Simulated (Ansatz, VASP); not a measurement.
# One calculation of As, two programs

```
As
1.0
     1.91662    1.10656    3.55414
    -1.91662    1.10656    3.55414
     0.00000   -2.21312    3.55414
As
2
Cartesian
  0.0000 0.0000 2.4261
  0.0000 0.0000 8.2363
```

Change from the starting cell: volume scaled by 1.06, crystal datasets.

Alike in both runs: task electric field gradients; functional LDA; k mesh 13 × 13 × 13; occupations fermi-dirac, width 0.05 eV; no spin polarisation.

|  | VASP | Ansatz |
| --- | --- | --- |
| version | VASP 6.6.1 | Ansatz 0.2.0 |
| potentials or method | VASP PAW LDA potentials, release 64 (As), cutoff 520 eV | all-electron PAW with datasets made for the crystal, scalar-relativistic |

|  | VASP | Ansatz | Ansatz less VASP |
| --- | --- | --- | --- |
| pressure (GPa) | -5.1 | -5.4 | -0.28 |
| traceless stress, the component that is largest in VASP (GPa) | 0.23 | 0.32 | +0.092 |
| rms of the force components (eV/Å) | 0.129 | 0.160 | +0.0315 |
| size of Vzz on the site where it differs most (V/Å²) | 45.1 | 47.8 | +2.69 |

LDA's correlation is that of Perdew and Zunger in VASP and of Perdew and Wang (1992) in Ansatz. Atom by atom the forces differ by 0.031 eV/Å (rms over components). Ansatz ran all-electron here, and VASP with PAW potentials.
